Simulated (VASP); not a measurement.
# SnGe7 (P1) in VASP: single point with PBEsol

Aim: the single point of SnGe7 with PBEsol.

Everything below comes from runs of VASP 6.6.1. Logs are shortened: lines on timing, memory, paths and dates and some standing lists are left out, and cuts for length are marked.

## Step 1: The cell of the first run

The typed cell holds 64 atoms: a = 11.568 Å, b = 11.568 Å, c = 11.568 Å, α = 90.00°, β = 90.00°, γ = 90.00°.

## Step 2: Single point, PBEsol

The input, INCAR:

```
ALGO = Normal ; EDIFF = 1E-6
ENCUT = 550 ; GGA = PS
GGA_COMPAT = F ; ISIF = 2
ISMEAR = -1 ; ISYM = -1
KPAR = 1 ; LASPH = T
LCHARG = F ; LREAL = Auto
LWAVE = F ; NBANDS = 486
NELM = 120 ; PREC = Accurate
SIGMA = 0.05
```

The input, KPOINTS:

```
explicit points
1
Reciprocal
  0.25000000   0.25000000   0.25000000 1
```

The input, POSCAR:

```
SnGe7
1.0
   11.5679701813      0.0000000000      0.0000000000
    0.0000000000     11.5679701813      0.0000000000
    0.0000000000      0.0000000000     11.5679701813
Ge Sn
56 8
Direct
    0.0007170000      0.9973640000      0.9984710000
    0.9941860000      0.9931470000      0.4910200000
    0.0025790000      0.5020480000      0.0012710000
    0.0108060000      0.5012580000      0.5002320000
    0.4918370000      0.0017800000      0.0084980000
    0.5034290000      0.9920550000      0.5049670000
    0.4954260000      0.5052580000      0.0003100000
    0.1220250000      0.1247960000      0.1241630000
    0.1266570000      0.6264780000      0.1218130000
    0.1272140000      0.6280550000      0.6266340000
    0.6200330000      0.1191900000      0.1290780000
    0.6319910000      0.1188200000      0.6174580000
    0.6235040000      0.6237510000      0.1256390000
    0.6270320000      0.6333270000      0.6310110000
    0.2471330000      0.2505810000      0.0028260000
    0.2468300000      0.2613160000      0.4976710000
    0.2497980000      0.7483660000      0.9986560000
    0.2477130000      0.7527710000      0.4983310000
    0.7475340000      0.2413330000      0.4882330000
    0.7559120000      0.7449630000      0.0066310000
    0.7455180000      0.7564380000      0.5063200000
    0.3749710000      0.3770590000      0.1224740000
    0.3633020000      0.3787110000      0.6268600000
    0.3713360000      0.8725590000      0.1253300000
    0.3748800000      0.8707180000      0.6255360000
    0.8828430000      0.3795870000      0.1288080000
    0.8762160000      0.8767430000      0.1244310000
    0.8775090000      0.8741670000      0.6229440000
    0.2428450000      0.9947600000      0.2447700000
    0.2549270000      0.9914000000      0.7555820000
    0.2491450000      0.5016760000      0.2455510000
    0.2454700000      0.5021130000      0.7532490000
    0.7478500000      0.9964600000      0.2496150000
    0.7600050000      0.0035420000      0.7426500000
    0.7465590000      0.4944170000      0.2439030000
    0.7467300000      0.5120750000      0.7562330000
    0.3682060000      0.1202440000      0.8842180000
    0.3690560000      0.6320380000      0.3680980000
    0.3710820000      0.6243810000      0.8749690000
    0.8750530000      0.1214690000      0.3684830000
    0.8809930000      0.1188130000      0.8728680000
    0.8789830000      0.6263540000      0.8782200000
    0.0017150000      0.2505600000      0.2509730000
    0.0019980000      0.2500720000      0.7627730000
    0.0054780000      0.7551140000      0.2421010000
    0.9999750000      0.7501000000      0.7496850000
    0.5026260000      0.2536510000      0.2417570000
    0.4993370000      0.7514780000      0.2480030000
    0.4918500000      0.7441650000      0.7475290000
    0.1265800000      0.3785680000      0.3709540000
    0.1257740000      0.3773780000      0.8798190000
    0.1233800000      0.8736510000      0.3722020000
    0.1254540000      0.8715060000      0.8762290000
    0.6283810000      0.3678360000      0.3657760000
    0.6225430000      0.3897260000      0.8767130000
    0.6239980000      0.8732310000      0.3760160000
    0.5009110000      0.5016460000      0.4974670000
    0.1245100000      0.1225020000      0.6249360000
    0.7505500000      0.2499000000      0.9999730000
    0.8720780000      0.3742440000      0.6265880000
    0.3755810000      0.1255520000      0.3743540000
    0.8744410000      0.6276320000      0.3735780000
    0.4989110000      0.2476060000      0.7501110000
    0.6251510000      0.8763770000      0.8751460000
```

Potentials or basis: VASP PAW PBE potentials, release 64 (Ge_d, Sn_d).

Launch:

```sh
> cat potpaw_PBE.64/Ge_d/POTCAR potpaw_PBE.64/Sn_d/POTCAR > POTCAR
> mpirun -np 4 vasp_std > vasp.out
```

OUTCAR:

```text
EDIFF = 1E-6
   ENCUT = 550
   GGA = PS
   ISIF = 2
   ISMEAR = -1
   ISYM = -1
   LASPH = T
   LREAL = Auto
   NELM = 120
   PREC = Accurate

 ion  position               nearest neighbor table
   1  0.001  0.997  0.998-  41 2.45  27 2.48  53 2.49   8 2.50
   2  0.994  0.993  0.491-  52 2.46  28 2.46  40 2.47  58 2.63
   3  0.003  0.502  0.001-   9 2.47  51 2.47  26 2.47  42 2.48
   4  0.011  0.501  0.500-  50 2.46  10 2.47  62 2.60  60 2.62
   5  0.492  0.002  0.008-  11 2.45  37 2.45  24 2.45  64 2.62
   6  0.503  0.992  0.505-  12 2.46  56 2.46  25 2.48  61 2.62
[... 56 lines left out ...]
  63  0.499  0.248  0.750-  23 2.61  37 2.62  55 2.63  12 2.64
  64  0.625  0.876  0.875-   5 2.62  49 2.63  20 2.63  34 2.64

IMPORTANT INFORMATION: All symmetrisations will be switched off!
NOSYMM: (Re-)initialisation of all symmetry stuff for point group C_1.

----------------------------------------------------------------------------------------

                                     Primitive cell

  volume of cell :    1548.0019

  direct lattice vectors                    reciprocal lattice vectors
    11.567970181  0.000000000  0.000000000     0.086445589  0.000000000  0.000000000
     0.000000000 11.567970181  0.000000000     0.000000000  0.086445589  0.000000000
     0.000000000  0.000000000 11.567970181     0.000000000  0.000000000  0.086445589

  length of vectors
    11.567970181 11.567970181 11.567970181     0.086445589  0.086445589  0.086445589

  position of ions in fractional coordinates (direct lattice)
     0.000717000  0.997364000  0.998471000
     0.994186000  0.993147000  0.491020000
     0.002579000  0.502048000  0.001271000
     0.010806000  0.501258000  0.500232000
     0.491837000  0.001780000  0.008498000
     0.503429000  0.992055000  0.504967000
[... 56 lines left out ...]
     0.498911000  0.247606000  0.750111000
     0.625151000  0.876377000  0.875146000

  ion indices of the primitive-cell ions
   primitive index   ion index
                 1           1
                 2           2
                 3           3
                 4           4
                 5           5
                 6           6
[... 56 lines left out ...]
                63          63
                64          64

----------------------------------------------------------------------------------------

 KPOINTS: explicit points

Read explicit list of k-points.

 Found      1 k-points:

 Following reciprocal coordinates:
            Coordinates               Weight
  0.250000  0.250000  0.250000      1.000000
   k-points           NKPTS =      1   k-points in BZ     NKDIM =      1   number of bands    NBANDS=    488
   number of dos      NEDOS =    301   number of ions     NIONS =     64
   total plane-waves  NPLWV = 729000
   dimension x,y,z NGX =    90 NGY =   90 NGZ =   90
   dimension x,y,z NGXF=   180 NGYF=  180 NGZF=  180
   ions per type =              56   8
   NGX,Y,Z   is equivalent  to a cutoff of  12.93, 12.93, 12.93 a.u.
   NGXF,Y,Z  is equivalent  to a cutoff of  25.87, 25.87, 25.87 a.u.
 SYSTEM =  unknown system
   PREC   = accura    normal or accurate (medium, high low for compatibility)
   ISTART =      0    job   : 0-new  1-cont  2-samecut
   ICHARG =      2    charge: 1-file 2-atom 10-const
   ISPIN  =      1    spin polarized calculation?
   LNONCOLLINEAR =      F non collinear calculations
   LSORBIT =      F    spin-orbit coupling
   LASPH  =      T    aspherical Exc in radial PAW
   ENCUT  =  550.0 eV  40.42 Ry    6.36 a.u.  22.12 22.12 22.12*2*pi/ulx,y,z
   NELM   =    120;   NELMIN=  2; NELMDL= -5     # of ELM steps
   EDIFF  = 0.1E-05   stopping-criterion for ELM
   LREAL  =      T    real-space projection
   EDIFFG = 0.1E-04   stopping-criterion for IOM
   NSW    =      0    number of steps for IOM
   IBRION =     -1    ionic relax: 0-MD 1-quasi-New 2-CG
   NFREE  =      0    steps in history (QN), initial steepest desc. (CG)
   ISIF   =      2    stress and relaxation
   ISYM   =     -1    0-nonsym 1-usesym 2-fastsym
   POTIM  = 0.5000    time-step for ionic-motion
   TEBEG  =    0.0;   TEEND  =   0.0 temperature during run
   PSTRESS=    0.0 pullay stress
   NELECT =     896.0000    total number of electrons
   NUPDOWN=      -1.0000    fix difference up-down
   EMIN   =  10.00;   EMAX   =-10.00  energy-range for DOS
   EFERMI =   0.00;   METHOD = LEGACY
   ISMEAR =    -1;   SIGMA  =   0.05  broadening in eV -4-tet -1-fermi 0-gaus
   EFERMI_NEDOS =   21; number of points for ismear=-14 and -15
   IALGO  =     38    algorithm
   IMIX   =      4    mixing-type and parameters
     AMIX     =   0.40;   BMIX     =  1.00
     AMIX_MAG =   1.60;   BMIX_MAG =  1.00
  volume/ion in A,a.u.               =      24.19       163.23
  Fermi-wavevector in a.u.,A,eV,Ry     =   1.364333  2.578215 25.325941  1.861404
  Thomas-Fermi vector in A             =   2.490658
   LORBIT       =      0    0 simple, 1 ext, 2 COOP (PROOUT), +10 PAW based schemes
   GGA     = PS    functional components
   LHFCALC =     F    Hartree Fock is set to
   AEXX    =    0.0000 exact exchange contribution
   IVDW    =     0    specifies the selected vdW correction
   LEPSILON=     F    determine dielectric tensor
   LRPA    =     F    only Hartree local field effects (RPA)
 non-spin polarized calculation
  energy-cutoff  :      550.00
  volume of cell :     1548.00
 maximum number of plane-waves:     45365
 NGX is ok and might be reduce to    90
   NGX = 45   NGY = 45   NGZ = 45

 number of electron     896.0000038 magnetization

 Free energy of the ion-electron system (eV)
  ---------------------------------------------------
  ext. energy  EPLUGINS =         0.00000000
  ---------------------------------------------------
  free energy    TOTEN  =      -308.67559073 eV

  energy without entropy =     -308.64379125  energy(sigma->0) =     -308.65969099

 E-fermi :   4.8524     XC(G=0):  -9.9332

 val. band max:        4.6578685105   @ k =   0.2500   0.2500   0.2500
 cond. band min:       5.0201536263   @ k =   0.2500   0.2500   0.2500
 fundamental gap:      0.3622851158
 Fermi energy:         4.8523929199

 k-point     1 :       0.2500    0.2500    0.2500
  band No.  band energies     occupation
      1     -19.9232      2.00000
      2     -19.9185      2.00000
      3     -19.9177      2.00000
      4     -19.9163      2.00000
      5     -19.9094      2.00000
      6     -19.9083      2.00000
[... 452 lines left out ...]
    459       6.2062      0.00000
    460       6.3053      0.00000
 [bands above 460 left out]

------------------------ aborting loop because EDIFF is reached ----------------------------------------

  FORCE on cell =-STRESS in cart. coord.  units (eV):
  Direction    XX          YY          ZZ          XY          YZ          ZX
  --------------------------------------------------------------------------------------
  -------------------------------------------------------------------------------------
  Total       -1.1909642     -0.9787198     -1.2321947     -9.8570539     -9.5881208     -9.9793280
  in kB       -1.2326444     -1.0129721     -1.2753178    -10.2020215     -9.9236765    -10.3285748
  external PRESSURE =      -1.1736448 kB  Pullay stress =       0.0000000 kB

 VOLUME and BASIS-vectors are now :
 -----------------------------------------------------------------------------
  energy-cutoff  :      550.00
  volume of cell :     1548.00
      direct lattice vectors                 reciprocal lattice vectors
    11.567970181  0.000000000  0.000000000     0.086445589  0.000000000  0.000000000
     0.000000000 11.567970181  0.000000000     0.000000000  0.086445589  0.000000000
     0.000000000  0.000000000 11.567970181     0.000000000  0.000000000  0.086445589

 POSITION                                       TOTAL-FORCE (eV/Angst)
 -----------------------------------------------------------------------------------
      0.00829     11.53748     11.55028         0.000926     -0.002807     -0.000056
     11.50071     11.48869      5.68010        -0.000022      0.001208     -0.003426
      0.02983      5.80768      0.01470        -0.003456      0.000459     -0.003455
      0.12500      5.79854      5.78667         0.005161     -0.002024      0.002865
      5.68956      0.02059      0.09830         0.002628     -0.001112     -0.003919
      5.82365     11.47606      5.84144         0.001981     -0.001991      0.001626
[... 56 lines left out ...]
      5.77139      2.86430      8.67726         0.003431      0.000241      0.002367
      7.23173     10.13790     10.12366        -0.000389     -0.000136      0.003302
 -----------------------------------------------------------------------------------
    total drift:                                0.008846     -0.003095      0.001231

  FREE ENERGIE OF THE ION-ELECTRON SYSTEM (eV)
  ---------------------------------------------------
  free  energy   TOTEN  =      -308.6755907308 eV

  energy  without entropy=     -308.6437912529  energy(sigma->0) =     -308.65969099
```

Wall time 9.8 min (4 MPI ranks of Intel Xeon Platinum 8488C (Sapphire Rapids), shared host); peak memory 0.65 GiB.

What came out:

```yaml
Free_energy: -308.6756 eV
Pressure: -0.1 GPa
Largest_force: 0.009 eV/Å
```

Forces on the atoms (eV/Å):
```
Ge   0.001 -0.003  0.000
Ge   0.000  0.001 -0.003
Ge  -0.003  0.000 -0.003
Ge   0.005 -0.002  0.003
Ge   0.003 -0.001 -0.004
Ge   0.002 -0.002  0.002
Ge   0.002  0.000 -0.002
Ge   0.003  0.004  0.001
Ge   0.001  0.003  0.003
Ge   0.001  0.007  0.002
Ge  -0.003 -0.006 -0.001
Ge  -0.001  0.004  0.000
Ge   0.002  0.006  0.004
Ge   0.000 -0.004  0.000
Ge  -0.001 -0.005 -0.001
Ge   0.000  0.005  0.005
Ge   0.000  0.001  0.000
Ge  -0.001 -0.002 -0.005
Ge   0.001 -0.003 -0.003
Ge  -0.001 -0.003 -0.002
Ge  -0.002  0.001 -0.002
Ge   0.001  0.000  0.000
Ge  -0.003 -0.003  0.000
Ge   0.002  0.001  0.003
Ge  -0.001  0.005  0.000
Ge   0.006  0.001  0.003
Ge  -0.001  0.003  0.001
Ge   0.004  0.002  0.001
Ge  -0.003  0.000 -0.004
Ge   0.004  0.001  0.003
Ge   0.002  0.001 -0.001
Ge  -0.005 -0.002 -0.004
Ge   0.000  0.000 -0.001
Ge   0.001  0.003 -0.003
Ge  -0.003  0.001 -0.002
Ge   0.002  0.003  0.000
Ge  -0.002 -0.001  0.001
Ge  -0.001  0.003  0.001
Ge   0.003 -0.004  0.005
Ge   0.000  0.003  0.001
Ge  -0.005 -0.007  0.003
Ge   0.000  0.001  0.003
Ge  -0.005 -0.005 -0.001
Ge   0.001  0.006  0.003
Ge   0.000 -0.001 -0.003
Ge  -0.005 -0.004  0.000
Ge  -0.002  0.005  0.000
Ge  -0.001 -0.005  0.000
Ge  -0.002  0.002  0.000
Ge   0.002  0.003 -0.003
Ge   0.003  0.002 -0.001
Ge   0.003 -0.001  0.003
Ge   0.002  0.002  0.000
Ge   0.000 -0.001  0.004
Ge  -0.001  0.001 -0.004
Ge   0.001 -0.001  0.000
Sn   0.002  0.003 -0.005
Sn  -0.001 -0.006 -0.004
Sn   0.001  0.000  0.002
Sn  -0.004  0.001 -0.004
Sn   0.000 -0.008  0.002
Sn  -0.004 -0.002  0.004
Sn   0.003  0.000  0.002
Sn   0.000  0.000  0.003
```

Levels at points of the mesh, in eV from the Fermi level:
| k point | band 445 | band 446 | band 447 | band 448 | band 449 | band 450 | band 451 | band 452 |
| --- | --- | --- | --- | --- | --- | --- | --- | --- |
| (0.25, 0.25, 0.25) | -0.76 | -0.72 | -0.21 | -0.19 | 0.17 | 0.78 | 0.86 | 0.88 |

Caveat: the PAW data sets were made with another functional, which shifts forces and pressure a little; spin-orbit coupling is left out, which moves the levels of the heavy elements.
